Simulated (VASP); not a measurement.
A run of VASP 6.6.1:

Contents of INCAR:

```
SYSTEM = I
  PREC = Accurate
  ENCUT = 520
  EDIFF = 1E-6
  ISMEAR = -1
  SIGMA = 0.02
  LREAL = .FALSE.
  LASPH = .TRUE.
  NELM = 100
  ALGO = Normal
  ISIF = 2
  LWAVE = .FALSE.
  LCHARG = .FALSE.
  GGA = PS
  NBANDS = 14
```

Contents of KPOINTS:

```
Automatic mesh
0
G
  6 6 6
  0 0 0
```

Contents of POSCAR:

```
I
1.0
    0.0000000000      3.0735436463      3.0735436463
    3.0735436463      0.0000000000      3.0735436463
    3.0735436463      3.0735436463      0.0000000000
I
2
Direct
    0.0000000000      0.0000000000      0.0000000000
    0.2500000000      0.2500000000      0.2500000000
```

Potentials or basis: VASP PAW PBE potentials, release 64 (I).

The run is started by

```sh
$ cat potpaw_PBE.64/I/POTCAR > POTCAR
$ mpirun -np 1 vasp_std > vasp.out
```

Hardware: 1 thread of Intel(R) Xeon(R) Platinum 8259CL CPU @ 2.50GHz (Skylake/Cascade Lake), on a shared host.

Task: How long does it take, and how much memory?

Result: Run time: 8.6 s on 1 thread of Intel(R) Xeon(R) Platinum 8259CL CPU @ 2.50GHz (Skylake/Cascade Lake) (shared host), peak memory 0.17 GiB. Counts: scf iterations 10, k points 16.
